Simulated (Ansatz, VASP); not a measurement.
## One calculation of FeGe, two programs

```
Ge Fe
1.0
     4.99760    0.00000    0.00000
    -2.49880    4.32805    0.00000
     0.00000    0.00000    4.11576
Ge Fe
3 3
Direct
  0.66667 0.33333 0.50000
  0.33333 0.66667 0.50000
  0.00000 0.00000 0.00000
  0.00000 0.50000 0.00000
  0.50000 0.50000 0.00000
  0.50000 0.00000 0.00000
```

Alike in both runs: task single point; functional PBE; k mesh 6 × 6 × 7; occupations fermi-dirac, width 0.05 eV; collinear spin.

```csv
,VASP,Ansatz
version,VASP 6.6.1,Ansatz 0.2.0
potentials or method,"VASP PAW PBE potentials, release 64 (Ge_d, Fe)",Ansatz PAW
plane-wave cutoff (eV),520,420
valence electrons in the cell,66,90
```

```csv
,VASP,Ansatz,Ansatz less VASP
gap on the k mesh at the Fermi level (eV),none,none,-
pressure (GPa),-3.9,-4.0,-0.05
"traceless stress, the component that is largest in VASP (GPa)",-0.55,-0.54,+0.010
net moment per atom (μB),0.72,0.72,+0.001
size of the moment on the site where the two differ most (μB),0.09,0.07,-0.021
```

Site moments also hang on the region over which each program counts them. A gap of «none» marks a metal or a gap that the smearing closes. VASP's potentials hold 66 valence electrons a cell and Ansatz's 90, so a difference there can come from the potentials and not from the codes.
